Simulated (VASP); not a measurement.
# Ta (P6_3/mmc) in VASP: relaxation of shape and atoms at fixed volume with r2SCAN

Aim: the relaxation of shape and atoms at fixed volume of Ta with r2SCAN.

All numbers are computed with VASP 6.6.1; they aren't measurements. Logs are shortened: lines on timing, memory, paths and dates and some standing lists are left out, and cuts for length are marked.

## 1. The cell of the first run

It takes space group P6_3/mmc (No. 194, hexagonal). Conventional cell: a = 2.890 Å, b = 2.890 Å, c = 5.112 Å, α = 90.00°, β = 90.00°, γ = 120.00°. Ta (site symmetry -6m2) has 12 Ta at 2.89 to 3.05 Å within 3.8 Å.

This isn't the form of Ta at room conditions, which is bcc.

## 2. Relaxation of shape and atoms at fixed volume, r2SCAN (18.49 Å³/atom)

POSCAR

```
Ta
1.0
    2.8899414820      0.0000000000      0.0000000000
   -1.4449707410      2.5027627388      0.0000000000
    0.0000000000      0.0000000000      5.1115052517
Ta
2
Direct
    0.3333333333      0.6666666667      0.7500000000
    0.6666666667      0.3333333333      0.2500000000
```

INCAR.step1

```
  PREC = Accurate
  ENCUT = 600
  ISMEAR = 0
  SIGMA = 0.05
  LREAL = False
  LASPH = True
  NELM = 60
  GGA = PE
  ALGO = Normal
  EDIFF = 1E-4
  LWAVE = True
  LCHARG = False
```

INCAR.step2

```
  PREC = Accurate
  ENCUT = 600
  EDIFF = 1E-6
  ISMEAR = 0
  SIGMA = 0.05
  LREAL = False
  LASPH = True
  NELM = 60
  ALGO = Normal
  ISIF = 4
  LWAVE = False
  LCHARG = False
  METAGGA = R2SCAN
  LMIXTAU = True
  IBRION = 2
  NSW = 60
  EDIFFG = -0.01
  ISTART = 1
```

KPOINTS

```
regular mesh
0
Gamma
  16 16 8
```

Potentials or basis: VASP PAW PBE potentials, release 64 (Ta_pv).

On the command line:

```bash
$ cat potpaw_PBE.64/Ta_pv/POTCAR > POTCAR
$ cp INCAR.step1 INCAR
$ mpirun -np 1 vasp_std > vasp.out
$ cp INCAR.step2 INCAR
$ mpirun -np 1 vasp_std > vasp.out
```

OUTCAR:

```text
PREC = Accurate
   ENCUT = 600
   EDIFF = 1E-6
   ISMEAR = 0
   LREAL = False
   LASPH = True
   NELM = 60
   ISIF = 4
   METAGGA = R2SCAN
   IBRION = 2
   NSW = 60
   EDIFFG = -0.01
   ISTART = 1

 ion  position               nearest neighbor table
   1  0.333  0.667  0.750-   2 3.05   2 3.05   2 3.05   2 3.05   2 3.05   2 3.05
   2  0.667  0.333  0.250-   1 3.05   1 3.05   1 3.05   1 3.05   1 3.05   1 3.05

  LATTYP: Found a hexagonal cell.
 ALAT       =     2.8899414820
 C/A-ratio  =     1.7687227522

  Lattice vectors:

 A1 = (   2.8899414820,   0.0000000000,   0.0000000000)
 A2 = (  -1.4449707410,   2.5027627388,   0.0000000000)
 A3 = (   0.0000000000,   0.0000000000,   5.1115052517)

Analysis of symmetry for initial positions (statically):
=====================================================================
 Subroutine PRICEL returns:
 Original cell was already a primitive cell.

 Routine SETGRP: Setting up the symmetry group for a
 hexagonal supercell.

 Subroutine GETGRP returns: Found 24 space group operations
 (whereof 12 operations were pure point group operations)
 out of a pool of 24 trial point group operations.

The static configuration has the point symmetry D_3d.
 The point group associated with its full space group is D_6h.

Analysis of symmetry for dynamics (positions and initial velocities):
=====================================================================
 Subroutine PRICEL returns:
 Original cell was already a primitive cell.

 Routine SETGRP: Setting up the symmetry group for a
 hexagonal supercell.

 Subroutine GETGRP returns: Found 24 space group operations
 (whereof 12 operations were pure point group operations)
 out of a pool of 24 trial point group operations.

The dynamic configuration has the point symmetry D_3d.
 The point group associated with its full space group is D_6h.

 Subroutine INISYM returns: Found 24 space group operations
 (whereof 12 operations are pure point group operations),
 and found     1 'primitive' translations

----------------------------------------------------------------------------------------

                                     Primitive cell

  volume of cell :      36.9707

  direct lattice vectors                    reciprocal lattice vectors
     2.889941482  0.000000000  0.000000000     0.346027768  0.199779225  0.000000000
    -1.444970741  2.502762739  0.000000000     0.000000000  0.399558450  0.000000000
     0.000000000  0.000000000  5.111505252     0.000000000  0.000000000  0.195637087

  length of vectors
     2.889941482  2.889941482  5.111505252     0.399558450  0.399558450  0.195637087

  position of ions in fractional coordinates (direct lattice)
     0.333333333  0.666666667  0.750000000
     0.666666667  0.333333333  0.250000000

  ion indices of the primitive-cell ions
   primitive index   ion index
                 1           1
                 2           2

----------------------------------------------------------------------------------------

 KPOINTS: regular mesh

Automatic generation of k-mesh.
 Grid dimensions read from file:
 generate k-points for:   16   16    8

 Generating k-lattice:

  Cartesian coordinates                     Fractional coordinates (reciprocal lattice)
     0.021626735  0.012486202  0.000000000     0.062500000  0.000000000  0.000000000
     0.000000000  0.024972403  0.000000000     0.000000000  0.062500000  0.000000000
     0.000000000  0.000000000  0.024454636     0.000000000  0.000000000  0.125000000

  Length of vectors
     0.024972403  0.024972403  0.024454636

  Shift w.r.t. Gamma in fractional coordinates (k-lattice)
     0.000000000  0.000000000  0.000000000

 Subroutine IBZKPT returns following result:
 ===========================================

 Found    150 irreducible k-points:

 Following reciprocal coordinates:
            Coordinates               Weight
  0.000000  0.000000  0.000000      1.000000
  0.062500  0.000000  0.000000      6.000000
  0.125000  0.000000  0.000000      6.000000
  0.187500  0.000000  0.000000      6.000000
  0.250000  0.000000  0.000000      6.000000
  0.312500  0.000000  0.000000      6.000000
[... 16 lines left out ...]
  0.187500  0.187500  0.000000      6.000000
  0.250000  0.187500  0.000000     12.000000
 [... further k-points ...]
   k-points           NKPTS =    150   k-points in BZ     NKDIM =    150   number of bands    NBANDS=     15
   number of dos      NEDOS =    301   number of ions     NIONS =      2
   total plane-waves  NPLWV =  24192
   dimension x,y,z NGX =    24 NGY =   24 NGZ =   42
   dimension x,y,z NGXF=    48 NGYF=   48 NGZF=   84
   ions per type =               2
   NGX,Y,Z   is equivalent  to a cutoff of  13.81, 13.81, 13.66 a.u.
   NGXF,Y,Z  is equivalent  to a cutoff of  27.61, 27.61, 27.32 a.u.
 SYSTEM =  unknown system
   PREC   = accura    normal or accurate (medium, high low for compatibility)
   ISTART =      1    job   : 0-new  1-cont  2-samecut
   ICHARG =      0    charge: 1-file 2-atom 10-const
   ISPIN  =      1    spin polarized calculation?
   LNONCOLLINEAR =      F non collinear calculations
   LSORBIT =      F    spin-orbit coupling
   LASPH  =      T    aspherical Exc in radial PAW
   ENCUT  =  600.0 eV  44.10 Ry    6.64 a.u.   5.77  5.77 10.21*2*pi/ulx,y,z
   NELM   =     60;   NELMIN=  2; NELMDL=  0     # of ELM steps
   EDIFF  = 0.1E-05   stopping-criterion for ELM
   LREAL  =      F    real-space projection
   EDIFFG = -.1E-01   stopping-criterion for IOM
   NSW    =     60    number of steps for IOM
   IBRION =      2    ionic relax: 0-MD 1-quasi-New 2-CG
   NFREE  =      1    steps in history (QN), initial steepest desc. (CG)
   ISIF   =      4    stress and relaxation
   ISYM   =      2    0-nonsym 1-usesym 2-fastsym
   POTIM  = 0.5000    time-step for ionic-motion
   TEBEG  =    0.0;   TEEND  =   0.0 temperature during run
   PSTRESS=    0.0 pullay stress
   NELECT =      22.0000    total number of electrons
   NUPDOWN=      -1.0000    fix difference up-down
   EMIN   =  10.00;   EMAX   =-10.00  energy-range for DOS
   EFERMI =   0.00;   METHOD = LEGACY
   ISMEAR =     0;   SIGMA  =   0.05  broadening in eV -4-tet -1-fermi 0-gaus
   EFERMI_NEDOS =   21; number of points for ismear=-14 and -15
   IALGO  =     38    algorithm
   IMIX   =      4    mixing-type and parameters
     AMIX     =   0.40;   BMIX     =  1.00
     AMIX_MAG =   1.60;   BMIX_MAG =  1.00
  volume/ion in A,a.u.               =      18.49       124.75
  Fermi-wavevector in a.u.,A,eV,Ry     =   1.376987  2.602128 25.797919  1.896094
  Thomas-Fermi vector in A             =   2.502182
   LORBIT       =      0    0 simple, 1 ext, 2 COOP (PROOUT), +10 PAW based schemes
   METAGGA = R2SCAN    functional components
   LHFCALC =     F    Hartree Fock is set to
   AEXX    =    0.0000 exact exchange contribution
   IVDW    =     0    specifies the selected vdW correction
   LEPSILON=     F    determine dielectric tensor
   LRPA    =     F    only Hartree local field effects (RPA)
 conjugate gradient relaxation of ions
 non-spin polarized calculation
 Gauss-broadening in eV      SIGMA  =   0.05
  energy-cutoff  :      600.00
  volume of cell :       36.97
 maximum number of plane-waves:      1256
 NGX is ok and might be reduce to    24
   NGX = 11   NGY = 11   NGZ = 21

--------------------------------------- Ionic step        1  -------------------------------------------

 number of electron      22.0000000 magnetization

 Free energy of the ion-electron system (eV)
  ---------------------------------------------------
  ext. energy  EPLUGINS =         0.00000000
  ---------------------------------------------------
  free energy    TOTEN  =       -96.55945232 eV

  energy without entropy =      -96.55682080  energy(sigma->0) =      -96.55813656

------------------------ aborting loop because EDIFF is reached ----------------------------------------

  FORCE on cell =-STRESS in cart. coord.  units (eV):
  Direction    XX          YY          ZZ          XY          YZ          ZX
  --------------------------------------------------------------------------------------
  -------------------------------------------------------------------------------------
  Total        0.1118274      0.1118274      0.1448844      0.0000000     -0.0000000      0.0000000
  in kB        4.8461972      4.8461972      6.2787702      0.0000000     -0.0000000      0.0000000
  external PRESSURE =       5.3237215 kB  Pullay stress =       0.0000000 kB

 VOLUME and BASIS-vectors are now :
 -----------------------------------------------------------------------------
  energy-cutoff  :      600.00
  volume of cell :       36.97
      direct lattice vectors                 reciprocal lattice vectors
     2.889941482  0.000000000  0.000000000     0.346027768  0.199779225  0.000000000
    -1.444970741  2.502762739  0.000000000     0.000000000  0.399558450  0.000000000
     0.000000000  0.000000000  5.111505252     0.000000000  0.000000000  0.195637087

 POSITION                                       TOTAL-FORCE (eV/Angst)
 -----------------------------------------------------------------------------------
     -0.00000      1.66851      3.83363        -0.000000     -0.000000      0.000000
      1.44497      0.83425      1.27788         0.000000      0.000000      0.000000
 -----------------------------------------------------------------------------------
    total drift:                               -0.000000      0.000000     -0.000000

  FREE ENERGIE OF THE ION-ELECTRON SYSTEM (eV)
  ---------------------------------------------------
  free  energy   TOTEN  =       -96.5594523153 eV

  energy  without entropy=      -96.5568208036  energy(sigma->0) =      -96.55813656

--------------------------------------- Ionic step        2  -------------------------------------------

 number of electron      22.0000000 magnetization

 Free energy of the ion-electron system (eV)
  ---------------------------------------------------
  ext. energy  EPLUGINS =         0.00000000
  ---------------------------------------------------
  free energy    TOTEN  =       -96.55945901 eV

  energy without entropy =      -96.55684480  energy(sigma->0) =      -96.55815190

 E-fermi :   5.5787     XC(G=0): -13.6025

 val. band max:        5.5782130664   @ k =   0.1875   0.0625   0.3750
 cond. band min:       5.5822009828   @ k =   0.1250   0.0000   0.2500
 fundamental gap:      0.0039879164
 Fermi energy:         5.5786934189

 k-point     1 :       0.0000    0.0000    0.0000
  band No.  band energies     occupation
      1     -30.1991      2.00000
      2     -29.2741      2.00000
      3     -29.1844      2.00000
      4     -29.1844      2.00000
      5     -29.0915      2.00000
      6     -29.0915      2.00000
      7      -3.1005      2.00000
      8       0.3897      2.00000
      9       5.0455      2.00000
     10       5.3334      2.00000
     11       6.2690      0.00000
     12       6.2690      0.00000
     13       6.8830      0.00000
     14       6.8830      0.00000
     15       8.8432      0.00000
[... 397 lines left out ...]
 k-point    24 :       0.2500    0.1875    0.0000
  band No.  band energies     occupation
      1     -30.0315      2.00000
      2     -29.9753      2.00000
      3     -29.8046      2.00000
      4     -29.5513      2.00000
      5     -29.4395      2.00000
      6     -29.3810      2.00000
      7       1.2623      2.00000
      8       2.6640      2.00000
      9       3.0862      2.00000
     10       3.7881      2.00000
     11       5.3596      2.00000
     12       5.5896      0.75779
     13       6.5023      0.00000
     14       8.1038      0.00000
     15      10.7318      0.00000

 [... further k-points ...]

------------------------ aborting loop because EDIFF is reached ----------------------------------------

  FORCE on cell =-STRESS in cart. coord.  units (eV):
  Direction    XX          YY          ZZ          XY          YZ          ZX
  --------------------------------------------------------------------------------------
  -------------------------------------------------------------------------------------
  Total        0.1255394      0.1255394      0.1176652      0.0000000     -0.0000000      0.0000000
  in kB        5.4404269      5.4404269      5.0991906      0.0000000     -0.0000000      0.0000000
  external PRESSURE =       5.3266815 kB  Pullay stress =       0.0000000 kB

 VOLUME and BASIS-vectors are now :
 -----------------------------------------------------------------------------
  energy-cutoff  :      600.00
  volume of cell :       36.97
      direct lattice vectors                 reciprocal lattice vectors
     2.889173560  0.000000000  0.000000000     0.346119740  0.199832325  0.000000000
    -1.444586780  2.502097699  0.000000000    -0.000000000  0.399664650  0.000000000
     0.000000000 -0.000000000  5.114222818    -0.000000000 -0.000000000  0.195533131

 POSITION                                       TOTAL-FORCE (eV/Angst)
 -----------------------------------------------------------------------------------
     -0.00000      1.66807      3.83567         0.000000     -0.000000      0.000000
      1.44459      0.83403      1.27856         0.000000      0.000000      0.000000
 -----------------------------------------------------------------------------------
    total drift:                               -0.000000      0.000000     -0.000000

  FREE ENERGIE OF THE ION-ELECTRON SYSTEM (eV)
  ---------------------------------------------------
  free  energy   TOTEN  =       -96.5594590072 eV

  energy  without entropy=      -96.5568447977  energy(sigma->0) =      -96.55815190

 reached required accuracy - stopping structural energy minimisation
```

Run time: 2.6 min. Hardware: 1 thread of Intel Xeon 6975P-C (Granite Rapids), shared host; peak memory 0.24 GiB.

Results:

* Free energy: -96.5595 eV
* Energy gained by relaxing: 0.0 meV/atom
* Ionic steps: 2
* Pressure after relaxing: 0.5 GPa
* Band gap on the k mesh: zero (bands 11 and 12 overlap by 2.24 eV)

Final structure:
```cif
data_structure
_symmetry_space_group_name_H-M 'P 1'
_symmetry_Int_Tables_number 1
_cell_length_a 2.8892
_cell_length_b 2.8892
_cell_length_c 5.1142
_cell_angle_alpha 90.000
_cell_angle_beta 90.000
_cell_angle_gamma 120.000
_cell_volume 36.97
loop_
_atom_site_label
_atom_site_type_symbol
_atom_site_fract_x
_atom_site_fract_y
_atom_site_fract_z
_atom_site_occupancy
Ta1 Ta 0.33333 0.66667 0.75000 1
Ta2 Ta 0.66667 0.33333 0.25000 1
```

Caveat: the PAW data sets were made with another functional, which shifts forces and pressure a little; spin-orbit coupling is left out, which moves the levels of the heavy elements.
